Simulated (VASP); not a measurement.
**HfC5: single point with PBE**

HfC5:

```
CELL_PARAMETERS angstrom
4.32610 0.00000 0.00000
0.00000 4.79853 0.00000
0.00000 0.00000 8.48125
ATOMIC_POSITIONS crystal
Hf 0.00000 0.00000 0.50000
Hf 0.50000 0.50000 0.50000
C 0.33440 0.50000 0.00000
C 0.16555 0.75013 0.00000
C 0.33445 0.00000 0.00000
C 0.16555 0.24987 0.00000
C 0.66560 0.50000 0.00000
C 0.83445 0.24987 0.00000
C 0.66555 0.00000 0.00000
C 0.83445 0.75013 0.00000
C 0.50000 0.00000 0.50000
C 0.00000 0.50000 0.50000
```

```yaml
Program: VASP 6.6.1
Task: single point
Functional: PBE
Potentials_or_basis: VASP PAW PBE potentials, release 64 (Hf_pv, C)
Cutoff: 520 eV
k_mesh: 8 × 6 × 4
Occupations: gaussian, width 0.1 eV
Spin: no spin polarisation
```

```yaml
Pressure: -0.1 GPa
Largest_force: 0.008 eV/Å
Band_gap_on_the_k_mesh: zero (bands 30 and 31 overlap by 0.63 eV)
```

Forces on the atoms (eV/Å):
```
Hf   0.000  0.000  0.000
Hf   0.000  0.000  0.000
C    0.005  0.000  0.000
C   -0.006 -0.002  0.000
C    0.008  0.000  0.000
C   -0.006  0.002  0.000
C   -0.005  0.000  0.000
C    0.006  0.002  0.000
C   -0.008  0.000  0.000
C    0.006 -0.002  0.000
C    0.000  0.000  0.000
C    0.000  0.000  0.000
```

Levels at points of the mesh, in eV from the Fermi level:
```
           k point  band 26  band 27  band 28  band 29  band 30  band 31  band 32  band 33  band 34  band 35
(0.00, 0.00, 0.00)    -1.34    -0.37    -0.33    -0.23     0.49     0.51     0.99     1.00     1.29     1.50
(0.50, 0.00, 0.00)    -2.58    -1.90    -1.89    -1.80    -1.80     0.89     0.89     1.23     1.37     1.78
(0.00, 0.50, 0.00)    -1.61    -1.53    -1.53    -0.59    -0.59     0.72     0.77     0.78     0.78     1.94
(0.50, 0.50, 0.00)    -4.70    -2.44    -2.43    -2.37    -2.36     1.14     1.14     3.60     3.60     4.43
(0.00, 0.00, 0.50)    -1.32    -0.37    -0.22     0.07     0.46     0.51     0.95     1.00     1.15     1.50
(0.50, 0.00, 0.50)    -2.59    -1.97    -1.97    -1.81    -1.79     0.99     1.14     1.39     1.52     1.74
(0.00, 0.50, 0.50)    -1.62    -1.61    -1.61    -0.58    -0.58     0.65     0.74     1.08     1.13     1.91
(0.50, 0.50, 0.50)    -4.65    -2.43    -2.43    -2.43    -2.43     1.32     1.33     3.61     3.61     3.82
```

Run time: 15 min on 1 thread of Intel Xeon 8259CL, with other jobs on the host, peak memory 0.47 GiB.

Caveat: spin-orbit coupling is left out, which moves the levels of the heavy elements.
